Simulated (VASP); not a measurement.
A run of VASP 6.6.1:

File INCAR:

```
PREC = Accurate
ENCUT = 520
EDIFF = 1E-8
ISMEAR = -1
SIGMA = 0.08
LREAL = False
LASPH = True
NELM = 80
ALGO = Normal
ISIF = 2
LWAVE = False
LCHARG = False
GGA = PE
LEFG = True
NBANDS = 16
```

File KPOINTS:

```
Automatic mesh
0
Gamma
  15 15 13
```

POSCAR

```
TiB2
1.0
    3.0886093280      0.0000000000      0.0000000000
   -1.5443046640      2.6748141404      0.0000000000
    0.0000000000      0.0000000000      3.2917180359
Ti B
1 2
Direct
    0.0000000000      0.0000000000      0.0000000000
    0.3333333333      0.6666666667      0.5000000000
    0.6666666667      0.3333333333      0.5000000000
```

Potentials or basis: VASP PAW PBE potentials, release 64 (Ti_sv, B).

The run is started by

```bash
$ cat potpaw_PBE.64/Ti_sv/POTCAR potpaw_PBE.64/B/POTCAR > POTCAR
$ mpirun -np 1 vasp_std > vasp.out
```

Hardware: 1 thread of Intel(R) Xeon(R) 6975P-C (Granite Rapids), with other jobs on the host.

Problem. Estimate the wall time of this run.

Solution. Run time: 58 s on 1 thread of Intel(R) Xeon(R) 6975P-C (Granite Rapids), with other jobs on the host, peak memory 0.2 GiB. Counts: scf iterations 16, k points 189.
